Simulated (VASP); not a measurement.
# SrPrI (P-6m2) in VASP: further runs

SrPrI is run at these levels: PBE; tasks: single point, relaxation of cell and atoms.

Program: VASP 6.6.1. These are calculated values, not measurements. Logs are shortened: lines on timing, memory, paths and dates and some standing lists are left out, and cuts for length are marked.

### 1 The cell of the first run

Symmetry: P-6m2, No. 187, hexagonal system. Conventional cell: a = 5.152 Å, b = 5.152 Å, c = 4.883 Å, α = 90.00°, β = 90.00°, γ = 120.00°. Sr (site symmetry -6m2) has 3 I at 2.97 Å and 6 Pr at 3.85 Å within 3.9 Å. Pr (site symmetry -6m2) has 6 Sr at 3.85 Å and 6 I at 3.85 Å and 8 Pr at 4.88 to 5.15 Å within 5.2 Å. Within 3.9 Å of I (site symmetry -6m2) lie 3 Sr at 2.97 Å and 6 Pr at 3.85 Å.

The cell was generated, and may not be a known phase.

### 2 Single point, PBE

INCAR reads:

```
SYSTEM = SrPrI
PREC     = Accurate       ! precision mode
ENCUT    = 500            ! plane-wave cutoff, eV
EDIFF    = 1E-6           ! SCF threshold, eV
ISMEAR   = 0              ! smearing method
SIGMA    = 0.1            ! smearing width, eV
LREAL    = .False.        ! projectors in reciprocal space
LASPH    = .True.         ! aspherical terms in the spheres
NELM     = 200            ! most SCF steps
ALGO     = Normal         ! electronic algorithm
ISIF     = 2              ! what is computed and relaxed
LWAVE    = .False.        ! write WAVECAR
LCHARG   = .False.        ! write CHGCAR
GGA      = PE             ! functional
NBANDS   = 21             ! bands
GGA_COMPAT= .False.      
LMAXMIX  = 6              ! l up to which the mixer works
```

KPOINTS reads:

```
regular mesh
0
Gamma
  6 6 4
  0 0 0
```

POSCAR reads:

```
SrPrI
1.0
    5.1519596100      0.0000000000      0.0000000000
   -2.5759798000      4.4617279000      0.0000000000
    0.0000000000      0.0000000000      4.8833031800
Sr Pr I
1 1 1
Direct
    0.0000000000      0.0000000000      0.0000000000
    0.6666666700      0.3333333300      0.5000000000
    0.3333333300      0.6666666700      0.0000000000
```

Potentials or basis: VASP PAW PBE potentials, release 64 (Sr_sv, Pr_3, I), 4f in core.

On the command line:

```bash
> cat potpaw_PBE.64/Sr_sv/POTCAR potpaw_PBE.64/Pr_3/POTCAR potpaw_PBE.64/I/POTCAR > POTCAR
> mpirun -np 1 vasp_std > vasp.out
```

OUTCAR:

```text
SYSTEM = SrPrI
   PREC = Accurate
   ENCUT = 500
   EDIFF = 1E-6
   ISMEAR = 0
   LREAL = .False.
   LASPH = .True.
   NELM = 200
   ISIF = 2
   GGA = PE

 ion  position               nearest neighbor table
   1  0.000  0.000  0.000-   3 2.97   3 2.97   3 2.97   2 3.85   2 3.85   2 3.85   2 3.85   2 3.85
                             2 3.85
   2  0.667  0.333  0.500-   1 3.85   1 3.85   1 3.85   1 3.85   1 3.85   1 3.85
   3  0.333  0.667  0.000-   1 2.97   1 2.97   1 2.97

  LATTYP: Found a hexagonal cell.
 ALAT       =     5.1519596100
 C/A-ratio  =     0.9478535450

  Lattice vectors:

 A1 = (   5.1519596100,   0.0000000000,   0.0000000000)
 A2 = (  -2.5759798000,   4.4617279000,   0.0000000000)
 A3 = (   0.0000000000,   0.0000000000,   4.8833031800)

Analysis of symmetry for initial positions (statically):
=====================================================================
 Subroutine PRICEL returns:
 Original cell was already a primitive cell.

 Routine SETGRP: Setting up the symmetry group for a
 hexagonal supercell.

 Subroutine GETGRP returns: Found 12 space group operations
 (whereof 12 operations were pure point group operations)
 out of a pool of 24 trial point group operations.

The static configuration has the point symmetry D_3h.

Analysis of symmetry for dynamics (positions and initial velocities):
=====================================================================
 Subroutine PRICEL returns:
 Original cell was already a primitive cell.

 Routine SETGRP: Setting up the symmetry group for a
 hexagonal supercell.

 Subroutine GETGRP returns: Found 12 space group operations
 (whereof 12 operations were pure point group operations)
 out of a pool of 24 trial point group operations.

The dynamic configuration has the point symmetry D_3h.

 Subroutine INISYM returns: Found 12 space group operations
 (whereof 12 operations are pure point group operations),
 and found     1 'primitive' translations

----------------------------------------------------------------------------------------

                                     Primitive cell

  volume of cell :     112.2507

  direct lattice vectors                    reciprocal lattice vectors
     5.151959610  0.000000000  0.000000000     0.194100901  0.112064207  0.000000000
    -2.575979800  4.461727900  0.000000000     0.000000000  0.224128414  0.000000000
     0.000000000  0.000000000  4.883303180     0.000000000  0.000000000  0.204779421

[... 72 lines left out ...]
   PREC   = accura    normal or accurate (medium, high low for compatibility)
   ISTART =      0    job   : 0-new  1-cont  2-samecut
   ICHARG =      2    charge: 1-file 2-atom 10-const
   ISPIN  =      1    spin polarized calculation?
   LNONCOLLINEAR =      F non collinear calculations
   LSORBIT =      F    spin-orbit coupling
   LASPH  =      T    aspherical Exc in radial PAW
   ENCUT  =  500.0 eV  36.75 Ry    6.06 a.u.   9.39  9.39  8.90*2*pi/ulx,y,z
   NELM   =    200;   NELMIN=  2; NELMDL= -5     # of ELM steps
   EDIFF  = 0.1E-05   stopping-criterion for ELM
   LREAL  =      F    real-space projection
[... 7 lines left out ...]
   TEBEG  =    0.0;   TEEND  =   0.0 temperature during run
   PSTRESS=    0.0 pullay stress
   NELECT =      28.0000    total number of electrons
   NUPDOWN=      -1.0000    fix difference up-down
   EMIN   =  10.00;   EMAX   =-10.00  energy-range for DOS
   EFERMI =   0.00;   METHOD = LEGACY
   ISMEAR =     0;   SIGMA  =   0.10  broadening in eV -4-tet -1-fermi 0-gaus
   EFERMI_NEDOS =   21; number of points for ismear=-14 and -15
   IALGO  =     38    algorithm
   IMIX   =      4    mixing-type and parameters
     AMIX     =   0.40;   BMIX     =  1.00
     AMIX_MAG =   1.60;   BMIX_MAG =  1.00
  volume/ion in A,a.u.               =      37.42       252.50
  Fermi-wavevector in a.u.,A,eV,Ry     =   1.030539  1.947436 14.449532  1.062011
  Thomas-Fermi vector in A             =   2.164642
   LORBIT       =      0    0 simple, 1 ext, 2 COOP (PROOUT), +10 PAW based schemes
   GGA     = PE    functional components
   LHFCALC =     F    Hartree Fock is set to
   AEXX    =    0.0000 exact exchange contribution
   IVDW    =     0    specifies the selected vdW correction
   LEPSILON=     F    determine dielectric tensor
   LRPA    =     F    only Hartree local field effects (RPA)
 non-spin polarized calculation
 Gauss-broadening in eV      SIGMA  =   0.10
  energy-cutoff  :      500.00
  volume of cell :      112.25
 maximum number of plane-waves:      2874
 NGX is ok and might be reduce to    40
   NGX = 19   NGY = 19   NGZ = 17

 number of electron      28.0000000 magnetization

 Free energy of the ion-electron system (eV)
  ---------------------------------------------------
  ext. energy  EPLUGINS =         0.00000000
  ---------------------------------------------------
  free energy    TOTEN  =        -7.79803681 eV

  energy without entropy =       -7.77333709  energy(sigma->0) =       -7.78568695

 E-fermi :   4.6558     XC(G=0):  -8.8963

 val. band max:        4.6542792784   @ k =   0.5000   0.0000   0.0000
 cond. band min:       4.6821144305   @ k =   0.5000   0.0000   0.5000
 fundamental gap:      0.0278351522
 Fermi energy:         4.6558049499

 k-point     1 :       0.0000    0.0000    0.0000
  band No.  band energies     occupation
      1     -33.0682      2.00000
      2     -31.1962      2.00000
      3     -14.9797      2.00000
      4     -14.9797      2.00000
      5     -14.9612      2.00000
      6     -13.4268      2.00000
[... 493 lines left out ...]
     20       6.9491      0.00000
     21       7.9868      0.00000

------------------------ aborting loop because EDIFF is reached ----------------------------------------

  FORCE on cell =-STRESS in cart. coord.  units (eV):
  Direction    XX          YY          ZZ          XY          YZ          ZX
  --------------------------------------------------------------------------------------
  -------------------------------------------------------------------------------------
  Total        5.3754345      5.3754345     -0.6136070      0.0000000      0.0000000      0.0000000
  in kB       76.7246541     76.7246541     -8.7581363      0.0000001      0.0000000      0.0000000
  external PRESSURE =      48.2303906 kB  Pullay stress =       0.0000000 kB

 VOLUME and BASIS-vectors are now :
 -----------------------------------------------------------------------------
  energy-cutoff  :      500.00
  volume of cell :      112.25
      direct lattice vectors                 reciprocal lattice vectors
     5.151959610  0.000000000  0.000000000     0.194100901  0.112064207  0.000000000
    -2.575979800  4.461727900  0.000000000     0.000000000  0.224128414  0.000000000
     0.000000000  0.000000000  4.883303180     0.000000000  0.000000000  0.204779421

 POSITION                                       TOTAL-FORCE (eV/Angst)
 -----------------------------------------------------------------------------------
      0.00000      0.00000      0.00000        -0.000000      0.000000      0.000000
      2.57598      1.48724      2.44165        -0.000000      0.000000      0.000000
     -0.00000      2.97449      0.00000         0.000000     -0.000000      0.000000
 -----------------------------------------------------------------------------------
    total drift:                               -0.000006      0.000004      0.000000

  FREE ENERGIE OF THE ION-ELECTRON SYSTEM (eV)
  ---------------------------------------------------
  free  energy   TOTEN  =        -7.7980368095 eV

  energy  without entropy=       -7.7733370928  energy(sigma->0) =       -7.78568695
```

OSZICAR:

```text
N       E                     dE             d eps       ncg     rms          rms(c)
DAV:   1     0.178828200341E+03    0.17883E+03   -0.12632E+04   882   0.116E+03
DAV:   2     0.495432435769E+01   -0.17387E+03   -0.16986E+03  1007   0.254E+02
DAV:   3    -0.745718330950E+01   -0.12412E+02   -0.12207E+02  1534   0.549E+01
DAV:   4    -0.796552153816E+01   -0.50834E+00   -0.50329E+00  1198   0.955E+00
DAV:   5    -0.798161537715E+01   -0.16094E-01   -0.16089E-01  1345   0.157E+00    0.247E+01
DAV:   6    -0.783132166437E+01    0.15029E+00   -0.25672E-01  1202   0.266E+00    0.131E+01
DAV:   7    -0.779926910347E+01    0.32053E-01   -0.21343E-01  1210   0.254E+00    0.151E+00
DAV:   8    -0.779790732377E+01    0.13618E-02   -0.21461E-02  1145   0.822E-01    0.301E-01
DAV:   9    -0.779799348175E+01   -0.86158E-04   -0.11303E-03  1262   0.179E-01    0.126E-01
DAV:  10    -0.779801755086E+01   -0.24069E-04   -0.15368E-04  1263   0.651E-02    0.592E-02
DAV:  11    -0.779803642748E+01   -0.18877E-04   -0.56009E-05  1390   0.464E-02    0.110E-02
DAV:  12    -0.779803680947E+01   -0.38199E-06   -0.35331E-06  1078   0.913E-03
   1 F= -.77980368E+01 E0= -.77856870E+01  d E =-.246997E-01
```

Run time: 36 s. Hardware: 1 thread of Intel Xeon Platinum 8488C (Sapphire Rapids), shared host; peak memory 0.26 GiB.

Results:

```yaml
Free_energy: -7.7980 eV
Pressure: 4.8 GPa
Band_gap_on_the_k_mesh: zero (bands 14 and 15 overlap by 0.24 eV)
```

Stress tensor (GPa, compression positive):
```
 7.67  0.00  0.00
 0.00  7.67  0.00
 0.00  0.00 -0.88
```

Caveat: the stress differs along the axes, from -1 to 8 GPa; spin-orbit coupling is left out, which moves the levels of the heavy elements; the 4f electrons are frozen in the core, so they carry no moment and show no levels; the run has no spin polarisation, though such a crystal can be magnetic. Spin polarisation is off, so any magnetic state and its effect on volume and gap are missing.

(Part 1 of 2 ends here.)

The gap in the log of VASP goes by the Fermi energy; the results here count the filled bands.